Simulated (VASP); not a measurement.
Runs of VASP 6.6.1 on Zn. The structure is that of space group P6_3/mmc (No. 194), or close to it. The cells are those of the table. 

```csv
task,level,cell,cutoff (eV),gap on the mesh (eV),pressure (GPa)
single point,PBEsol,"a = 2.688, b = 2.688, c = 4.999 Å, angles 90.0, 90.0, 120.0°, 2 atoms",520,none,-6.5
single point,r2SCAN,"a = 2.688, b = 2.688, c = 4.999 Å, angles 90.0, 90.0, 120.0°, 2 atoms",520,none,(a)
relaxation of cell and atoms,PBEsol,"relaxed to 5 GPa from a = 2.670, b = 2.670, c = 4.966 Å, angles 90.0, 90.0, 120.0°, 2 atoms",600,none,5.0
single point,r2SCAN,"a = 2.652, b = 2.652, c = 4.933 Å, angles 90.0, 90.0, 120.0°, 2 atoms",520,none,-3.0
single point,PBEsol,"a = 2.722, b = 2.722, c = 5.063 Å, angles 90.0, 90.0, 120.0°, 2 atoms",520,none,-8.2
```

Alike in all rows: potentials or basis VASP PAW PBE potentials, release 64 (Zn); no spin polarisation; k mesh 11 × 11 × 6; smearing fermi-dirac 0.05 eV.

Problem. Fill in the values left out.

Solution. (a) -5.6.

Caveats: the PAW data sets were made with another functional, which shifts forces and pressure a little; the cell stands under tension (at least some runs); the cell is relaxed towards a set pressure, so the run minimises the enthalpy, not the energy (at least some runs).

A gap of «none» marks levels without a gap at the run's occupations.
